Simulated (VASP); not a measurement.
# CaH4 (Pm-3m) in VASP: further runs

The runs below take CaH4 through single point, relaxation of cell and atoms, with BLYP.

Everything below comes from runs of VASP 6.6.1. Logs are shortened: lines on timing, memory, paths and dates and some standing lists are left out, and cuts for length are marked.

## Step 1: The cell of the first run

The structure is cubic, space group Pm-3m (No. 221). The conventional cell has a = 4.243 Å, b = 4.243 Å, c = 4.243 Å, α = 90.00°, β = 90.00°, γ = 90.00°. Ca (site symmetry m-3m) has 6 H at 2.12 Å within 2.8 Å. Within 2.8 Å of H (site symmetry 4/mmm) lie 2 Ca at 2.12 Å. H (site symmetry m-3m) has 12 H at 3.00 Å and 8 Ca at 3.67 Å within 4.0 Å.

## Step 2: Single point, BLYP

INCAR

```
SYSTEM = CaH4
AGGAC = 1.0
AGGAX = 1.0
ALDAC = 0.0
ALDAX = 1.0
ALGO = Normal
EDIFF = 1E-6
ENCUT = 520
GGA = B5
ISIF = 2
ISMEAR = -1
LASPH = .TRUE.
LCHARG = .FALSE.
LREAL = .FALSE.
LWAVE = .FALSE.
NBANDS = 15
NELM = 100
PREC = Accurate
SIGMA = 0.05
```

KPOINTS

```
k-points
0
G
  5 5 5
  0 0 0
```

POSCAR

```
CaH4
1.0
    4.2434304509      0.0000000000      0.0000000000
    0.0000000000      4.2434304509      0.0000000000
    0.0000000000      0.0000000000      4.2434304509
Ca H
1 4
Direct
    0.0000000000      0.0000000000      0.0000000000
    0.5000000000      0.0000000000      0.0000000000
    0.0000000000      0.5000000000      0.0000000000
    0.0000000000      0.0000000000      0.5000000000
    0.5000000000      0.5000000000      0.5000000000
```

Potentials or basis: VASP PAW PBE potentials, release 64 (Ca_sv, H).

The run is started by

```bash
$ cat potpaw_PBE.64/Ca_sv/POTCAR potpaw_PBE.64/H/POTCAR > POTCAR
$ mpirun -np 1 vasp_std > vasp.out
```

OUTCAR:

```text
SYSTEM = CaH4
   EDIFF = 1E-6
   ENCUT = 520
   GGA = B5
   ISIF = 2
   ISMEAR = -1
   LASPH = .TRUE.
   LREAL = .FALSE.
   NELM = 100
   PREC = Accurate

 ion  position               nearest neighbor table
   1  0.000  0.000  0.000-
   2  0.500  0.000  0.000-
   3  0.000  0.500  0.000-
   4  0.000  0.000  0.500-
   5  0.500  0.500  0.500-

  LATTYP: Found a simple cubic cell.
 ALAT       =     4.2434304509

  Lattice vectors:

 A1 = (   4.2434304509,   0.0000000000,   0.0000000000)
 A2 = (   0.0000000000,   4.2434304509,   0.0000000000)
 A3 = (   0.0000000000,   0.0000000000,   4.2434304509)

Analysis of symmetry for initial positions (statically):
=====================================================================
 Subroutine PRICEL returns:
 Original cell was already a primitive cell.

 Routine SETGRP: Setting up the symmetry group for a
 simple cubic supercell.

 Subroutine GETGRP returns: Found 48 space group operations
 (whereof 48 operations were pure point group operations)
 out of a pool of 48 trial point group operations.

The static configuration has the point symmetry O_h .

Analysis of symmetry for dynamics (positions and initial velocities):
=====================================================================
 Subroutine PRICEL returns:
 Original cell was already a primitive cell.

 Routine SETGRP: Setting up the symmetry group for a
 simple cubic supercell.

 Subroutine GETGRP returns: Found 48 space group operations
 (whereof 48 operations were pure point group operations)
 out of a pool of 48 trial point group operations.

The dynamic configuration has the point symmetry O_h .

 Subroutine INISYM returns: Found 48 space group operations
 (whereof 48 operations are pure point group operations),
 and found     1 'primitive' translations

----------------------------------------------------------------------------------------

                                     Primitive cell

  volume of cell :      76.4102

  direct lattice vectors                    reciprocal lattice vectors
     4.243430451  0.000000000  0.000000000     0.235658393  0.000000000  0.000000000
     0.000000000  4.243430451  0.000000000     0.000000000  0.235658393  0.000000000
     0.000000000  0.000000000  4.243430451     0.000000000  0.000000000  0.235658393

  length of vectors
     4.243430451  4.243430451  4.243430451     0.235658393  0.235658393  0.235658393

  position of ions in fractional coordinates (direct lattice)
     0.000000000  0.000000000  0.000000000
     0.500000000  0.000000000  0.000000000
     0.000000000  0.500000000  0.000000000
     0.000000000  0.000000000  0.500000000
     0.500000000  0.500000000  0.500000000

  ion indices of the primitive-cell ions
   primitive index   ion index
                 1           1
                 2           2
                 3           3
                 4           4
                 5           5

----------------------------------------------------------------------------------------

 KPOINTS: k-points

Automatic generation of k-mesh.
 Grid dimensions read from file:
 generate k-points for:    5    5    5

 Generating k-lattice:

  Cartesian coordinates                     Fractional coordinates (reciprocal lattice)
     0.047131679  0.000000000  0.000000000     0.200000000  0.000000000  0.000000000
     0.000000000  0.047131679  0.000000000     0.000000000  0.200000000  0.000000000
     0.000000000  0.000000000  0.047131679     0.000000000  0.000000000  0.200000000

  Length of vectors
     0.047131679  0.047131679  0.047131679

  Shift w.r.t. Gamma in fractional coordinates (k-lattice)
     0.000000000  0.000000000  0.000000000

 Subroutine IBZKPT returns following result:
 ===========================================

 Found     10 irreducible k-points:

 Following reciprocal coordinates:
            Coordinates               Weight
  0.000000  0.000000  0.000000      1.000000
  0.200000  0.000000  0.000000      6.000000
  0.400000  0.000000  0.000000      6.000000
  0.200000  0.200000  0.000000     12.000000
  0.400000  0.200000  0.000000     24.000000
  0.400000  0.400000  0.000000     12.000000
  0.200000  0.200000  0.200000      8.000000
  0.400000  0.200000  0.200000     24.000000
  0.400000  0.400000  0.200000     24.000000
  0.400000  0.400000  0.400000      8.000000
   k-points           NKPTS =     10   k-points in BZ     NKDIM =     10   number of bands    NBANDS=     15
   number of dos      NEDOS =    301   number of ions     NIONS =      5
   total plane-waves  NPLWV =  32768
   dimension x,y,z NGX =    32 NGY =   32 NGZ =   32
   dimension x,y,z NGXF=    64 NGYF=   64 NGZF=   64
   ions per type =               1   4
   NGX,Y,Z   is equivalent  to a cutoff of  12.54, 12.54, 12.54 a.u.
   NGXF,Y,Z  is equivalent  to a cutoff of  25.07, 25.07, 25.07 a.u.
 SYSTEM =  CaH4
   PREC   = accura    normal or accurate (medium, high low for compatibility)
   ISTART =      0    job   : 0-new  1-cont  2-samecut
   ICHARG =      2    charge: 1-file 2-atom 10-const
   ISPIN  =      1    spin polarized calculation?
   LNONCOLLINEAR =      F non collinear calculations
   LSORBIT =      F    spin-orbit coupling
   LASPH  =      T    aspherical Exc in radial PAW
   ENCUT  =  520.0 eV  38.22 Ry    6.18 a.u.   7.89  7.89  7.89*2*pi/ulx,y,z
   NELM   =    100;   NELMIN=  2; NELMDL= -5     # of ELM steps
   EDIFF  = 0.1E-05   stopping-criterion for ELM
   LREAL  =      F    real-space projection
   EDIFFG = 0.1E-04   stopping-criterion for IOM
   NSW    =      0    number of steps for IOM
   IBRION =     -1    ionic relax: 0-MD 1-quasi-New 2-CG
   NFREE  =      0    steps in history (QN), initial steepest desc. (CG)
   ISIF   =      2    stress and relaxation
   ISYM   =      2    0-nonsym 1-usesym 2-fastsym
   POTIM  = 0.5000    time-step for ionic-motion
   TEBEG  =    0.0;   TEEND  =   0.0 temperature during run
   PSTRESS=    0.0 pullay stress
   NELECT =      14.0000    total number of electrons
   NUPDOWN=      -1.0000    fix difference up-down
   EMIN   =  10.00;   EMAX   =-10.00  energy-range for DOS
   EFERMI =   0.00;   METHOD = LEGACY
   ISMEAR =    -1;   SIGMA  =   0.05  broadening in eV -4-tet -1-fermi 0-gaus
   EFERMI_NEDOS =   21; number of points for ismear=-14 and -15
   IALGO  =     38    algorithm
   IMIX   =      4    mixing-type and parameters
     AMIX     =   0.40;   BMIX     =  1.00
     AMIX_MAG =   1.60;   BMIX_MAG =  1.00
  volume/ion in A,a.u.               =      15.28       103.13
  Fermi-wavevector in a.u.,A,eV,Ry     =   0.929823  1.757111 11.763207  0.864571
  Thomas-Fermi vector in A             =   2.056147
   LORBIT       =      0    0 simple, 1 ext, 2 COOP (PROOUT), +10 PAW based schemes
   GGA     = B5    functional components
   LHFCALC =     F    Hartree Fock is set to
   AEXX    =    0.0000 exact exchange contribution
   IVDW    =     0    specifies the selected vdW correction
   LEPSILON=     F    determine dielectric tensor
   LRPA    =     F    only Hartree local field effects (RPA)
 non-spin polarized calculation
  energy-cutoff  :      520.00
  volume of cell :       76.41
 maximum number of plane-waves:      2103
 NGX is ok and might be reduce to    32
   NGX = 15   NGY = 15   NGZ = 15

 number of electron      13.9999990 magnetization

 Free energy of the ion-electron system (eV)
  ---------------------------------------------------
  ext. energy  EPLUGINS =         0.00000000
  ---------------------------------------------------
  free energy    TOTEN  =       -10.97064528 eV

  energy without entropy =      -10.94776130  energy(sigma->0) =      -10.95920329

 E-fermi :  -2.5675     XC(G=0):  -6.6172

 val. band max:       -2.5728313848   @ k =   0.4000   0.4000   0.4000
 cond. band min:      -2.4369341568   @ k =   0.4000   0.4000   0.2000
 fundamental gap:      0.1358972280
 Fermi energy:        -2.5675493655

 k-point     1 :       0.0000    0.0000    0.0000
  band No.  band energies     occupation
      1     -40.6697      2.00000
      2     -21.7934      2.00000
      3     -21.7934      2.00000
      4     -21.7934      2.00000
      5      -5.9417      2.00000
      6      -3.2061      1.99999
      7      -3.2061      1.99999
      8      -1.7491      0.00000
      9       4.4742      0.00000
     10       4.4742      0.00000
     11       4.4742      0.00000
     12       5.7806      0.00000
     13       5.7806      0.00000
     14       5.7806      0.00000
     15       8.2891      0.00000

 k-point     2 :       0.2000    0.0000    0.0000
  band No.  band energies     occupation
      1     -40.6688      2.00000
      2     -21.8176      2.00000
      3     -21.7924      2.00000
      4     -21.7924      2.00000
      5      -5.6495      2.00000
      6      -3.2122      1.99999
      7      -3.1687      1.99999
      8      -1.8612      0.00000
      9       4.0193      0.00000
     10       4.0193      0.00000
     11       4.4970      0.00000
     12       5.3513      0.00000
     13       6.4907      0.00000
     14       6.4907      0.00000
     15       8.1127      0.00000
[... 113 lines left out ...]
      3     -21.8519      2.00000
      4     -21.8120      2.00000
      5      -3.7006      2.00000
      6      -3.1394      1.99998
      7      -2.7246      1.91710
      8      -2.4369      0.13670
      9       2.6352      0.00000
     10       3.0091      0.00000
     11       3.2145      0.00000
     12       4.5237      0.00000
     13       4.9011      0.00000
     14       7.0707      0.00000
     15       7.1368      0.00000

 k-point    10 :       0.4000    0.4000    0.4000
  band No.  band energies     occupation
      1     -40.6625      2.00000
      2     -21.8502      2.00000
      3     -21.8499      2.00000
      4     -21.8499      2.00000
      5      -3.1112      1.99996
      6      -2.6367      1.59881
      7      -2.5728      1.05277
      8      -2.5728      1.05277
      9       2.1620      0.00000
     10       2.1620      0.00000
     11       2.4475      0.00000
     12       4.5688      0.00000
     13       4.5688      0.00000
     14       5.7717      0.00000
     15       7.7216      0.00000

------------------------ aborting loop because EDIFF is reached ----------------------------------------

  FORCE on cell =-STRESS in cart. coord.  units (eV):
  Direction    XX          YY          ZZ          XY          YZ          ZX
  --------------------------------------------------------------------------------------
  -------------------------------------------------------------------------------------
  Total       -0.0218313     -0.0218313     -0.0218313      0.0000000      0.0000000     -0.0000000
  in kB       -0.4577616     -0.4577616     -0.4577616      0.0000000      0.0000000     -0.0000000
  external PRESSURE =      -0.4577616 kB  Pullay stress =       0.0000000 kB

 VOLUME and BASIS-vectors are now :
 -----------------------------------------------------------------------------
  energy-cutoff  :      520.00
  volume of cell :       76.41
      direct lattice vectors                 reciprocal lattice vectors
     4.243430451  0.000000000  0.000000000     0.235658393  0.000000000  0.000000000
     0.000000000  4.243430451  0.000000000     0.000000000  0.235658393  0.000000000
     0.000000000  0.000000000  4.243430451     0.000000000  0.000000000  0.235658393

 POSITION                                       TOTAL-FORCE (eV/Angst)
 -----------------------------------------------------------------------------------
      0.00000      0.00000      0.00000         0.000000      0.000000      0.000000
      2.12172      0.00000      0.00000         0.000000      0.000000      0.000000
      0.00000      2.12172      0.00000         0.000000      0.000000      0.000000
      0.00000      0.00000      2.12172         0.000000      0.000000      0.000000
      2.12172      2.12172      2.12172         0.000000      0.000000      0.000000
 -----------------------------------------------------------------------------------
    total drift:                                0.000000      0.000000     -0.000000

  FREE ENERGIE OF THE ION-ELECTRON SYSTEM (eV)
  ---------------------------------------------------
  free  energy   TOTEN  =       -10.9706452809 eV

  energy  without entropy=      -10.9477612971  energy(sigma->0) =      -10.95920329
```

It took 47 s on 1 thread of AMD EPYC 7R13, shared host; peak memory 0.14 GiB.

Results:

```
Free energy            : -10.9706 eV
Pressure               : 0.0 GPa
Band gap on the k mesh : zero (filled and empty bands touch)
```

Caveat: the PAW data sets were made with another functional, which shifts forces and pressure a little.

## Step 3: Relaxation of cell and atoms, BLYP

This run uses another cell than the first one, of 14.48 Å³/atom.

INCAR

```
SYSTEM = CaH4
AGGAC = 1.0 ; AGGAX = 1.0
ALDAC = 0.0 ; ALDAX = 1.0
ALGO = Normal ; EDIFF = 1E-6
EDIFFG = -0.01 ; ENCUT = 600
GGA = B5 ; IBRION = 2
ISIF = 3 ; ISMEAR = -1
LASPH = .TRUE. ; LCHARG = .FALSE.
LREAL = .FALSE. ; LWAVE = .FALSE.
NELM = 100 ; NSW = 60
PREC = Accurate ; SIGMA = 0.05
```

KPOINTS is that of step 2.

Changes to POSCAR since step 2:

```diff
@@ -2,5 +2,5 @@
 1.0
-    4.2434304509      0.0000000000      0.0000000000
-    0.0000000000      4.2434304509      0.0000000000
-    0.0000000000      0.0000000000      4.2434304509
+    4.1679800000      0.0000000000      0.0000000000
+    0.0000000000      4.1679800000      0.0000000000
+    0.0000000000      0.0000000000      4.1679800000
 Ca H
```

Potentials or basis: VASP PAW PBE potentials, release 64 (Ca_sv, H).

The run is started by

```bash
$ cat potpaw_PBE.64/Ca_sv/POTCAR potpaw_PBE.64/H/POTCAR > POTCAR
$ mpirun -np 1 vasp_std > vasp.out
```

OUTCAR:

```text
SYSTEM = CaH4
   EDIFF = 1E-6
   EDIFFG = -0.01
   ENCUT = 600
   GGA = B5
   IBRION = 2
   ISIF = 3
   ISMEAR = -1
   LASPH = .TRUE.
   LREAL = .FALSE.
   NELM = 100
   NSW = 60
   PREC = Accurate

 ion  position               nearest neighbor table
   1  0.000  0.000  0.000-
   2  0.500  0.000  0.000-
   3  0.000  0.500  0.000-
   4  0.000  0.000  0.500-
   5  0.500  0.500  0.500-

  LATTYP: Found a simple cubic cell.
 ALAT       =     4.1679800000

  Lattice vectors:

 A1 = (   4.1679800000,   0.0000000000,   0.0000000000)
 A2 = (   0.0000000000,   4.1679800000,   0.0000000000)
 A3 = (   0.0000000000,   0.0000000000,   4.1679800000)

Analysis of symmetry for initial positions (statically):
=====================================================================
 Subroutine PRICEL returns:
[... 171 lines left out ...]
  Total        0.5594082      0.5594082      0.5594082      0.0000000     -0.0000000      0.0000000
  in kB       12.3783431     12.3783431     12.3783431      0.0000000     -0.0000000      0.0000000
  external PRESSURE =      12.3783431 kB  Pullay stress =       0.0000000 kB
[... 65 lines left out ...]
--------------------------------------- Ionic step        3  -------------------------------------------

 number of electron      13.9999994 magnetization

 Free energy of the ion-electron system (eV)
  ---------------------------------------------------
  ext. energy  EPLUGINS =         0.00000000
  ---------------------------------------------------
  free energy    TOTEN  =       -10.97174862 eV

  energy without entropy =      -10.94876196  energy(sigma->0) =      -10.96025529

 E-fermi :  -2.5884     XC(G=0):  -6.5994

 val. band max:       -2.5941522036   @ k =   0.4000   0.4000   0.4000
 cond. band min:      -2.4579231310   @ k =   0.4000   0.4000   0.2000
 fundamental gap:      0.1362290726
 Fermi energy:        -2.5884309005

 k-point     1 :       0.0000    0.0000    0.0000
  band No.  band energies     occupation
      1     -40.7065      2.00000
      2     -21.8292      2.00000
      3     -21.8292      2.00000
      4     -21.8292      2.00000
      5      -5.9414      2.00000
      6      -3.2162      1.99999
      7      -3.2162      1.99999
      8      -1.7774      0.00000
      9       4.4370      0.00000
     10       4.4371      0.00000
     11       4.4371      0.00000
[... 156 lines left out ...]
  FREE ENERGIE OF THE ION-ELECTRON SYSTEM (eV)
  ---------------------------------------------------
  free  energy   TOTEN  =       -10.9717486241 eV

  energy  without entropy=      -10.9487619626  energy(sigma->0) =      -10.96025529

 reached required accuracy - stopping structural energy minimisation
```

OSZICAR:

```text
N       E                     dE             d eps       ncg     rms          rms(c)
DAV:   1     0.926206011985E+02    0.92621E+02   -0.68560E+03   220   0.123E+03
DAV:   2    -0.879029399241E+01   -0.10141E+03   -0.98569E+02   241   0.267E+02
DAV:   3    -0.127198031856E+02   -0.39295E+01   -0.39050E+01   298   0.551E+01
[... 28 lines left out ...]
DAV:   5    -0.109702391437E+02   -0.91127E-04   -0.33235E-03   247   0.715E-01    0.161E-01
DAV:   6    -0.109717595749E+02   -0.15204E-02   -0.26811E-03   404   0.362E-01    0.243E-02
DAV:   7    -0.109717227568E+02    0.36818E-04   -0.89742E-05   311   0.841E-02    0.314E-02
DAV:   8    -0.109717480600E+02   -0.25303E-04   -0.31573E-05   356   0.606E-02    0.454E-03
DAV:   9    -0.109717486241E+02   -0.56413E-06   -0.42744E-07   167   0.689E-03
   3 F= -.10971749E+02 E0= -.10960255E+02  d E =-.151159E-01
```

CONTCAR:

```text
CaH4
   1.00000000000000
     4.2519125582414627   -0.0000000000000000    0.0000000000000000
     0.0000000000000000    4.2519125582414627   -0.0000000000000000
    -0.0000000000000000   -0.0000000000000000    4.2519125582414627
  Ca              H
     1     4
Direct
     0.0000000000000000    0.0000000000000000    0.0000000000000000
     0.5000000000000000    0.0000000000000000    0.0000000000000000
     0.0000000000000000    0.5000000000000000    0.0000000000000000
     0.0000000000000000    0.0000000000000000    0.5000000000000000
     0.5000000000000000    0.5000000000000000    0.5000000000000000

  0.00000000E+00  0.00000000E+00  0.00000000E+00
  0.00000000E+00  0.00000000E+00  0.00000000E+00
  0.00000000E+00  0.00000000E+00  0.00000000E+00
  0.00000000E+00  0.00000000E+00  0.00000000E+00
  0.00000000E+00  0.00000000E+00  0.00000000E+00
```

It took 2.4 min on 1 thread of AMD EPYC 7R13, shared host; peak memory 0.18 GiB.

What came out:

* Free energy: -10.9717 eV
* Relaxed volume: 15.37 Å³/atom
* Relaxed cell: a = 4.252 Å, b = 4.252 Å, c = 4.252 Å, α = 90.00°, β = 90.00°, γ = 90.00°
* Space group after relaxing (to 0.1 Å): Pm-3m (No. 221)
* Energy gained by relaxing: 3.0 meV/atom
* Ionic steps: 3
* Pressure after relaxing: -0.1 GPa
* Band gap on the k mesh: zero (filled and empty bands touch)

The path:
```
step  energy change (eV)  largest force (eV/Å)  pressure (GPa)  volume (Å³)
   1              0.0000                0.0000            1.24        72.41
   2             -0.0077                0.0000            0.84        73.59
   3             -0.0151                0.0000           -0.09        76.87
```

Final structure:
```cif
data_structure
_symmetry_space_group_name_H-M 'P 1'
_symmetry_Int_Tables_number 1
_cell_length_a 4.2519
_cell_length_b 4.2519
_cell_length_c 4.2519
_cell_angle_alpha 90.000
_cell_angle_beta 90.000
_cell_angle_gamma 90.000
_cell_volume 76.87
loop_
_atom_site_label
_atom_site_type_symbol
_atom_site_fract_x
_atom_site_fract_y
_atom_site_fract_z
_atom_site_occupancy
Ca1 Ca 0.00000 0.00000 0.00000 1
H1 H 0.50000 0.00000 0.00000 1
H2 H 0.00000 0.50000 0.00000 1
H3 H 0.00000 0.00000 0.50000 1
H4 H 0.50000 0.50000 0.50000 1
```

Caveat: the PAW data sets were made with another functional, which shifts forces and pressure a little.

The gap in the log of VASP goes by the Fermi energy; the results here count the filled bands.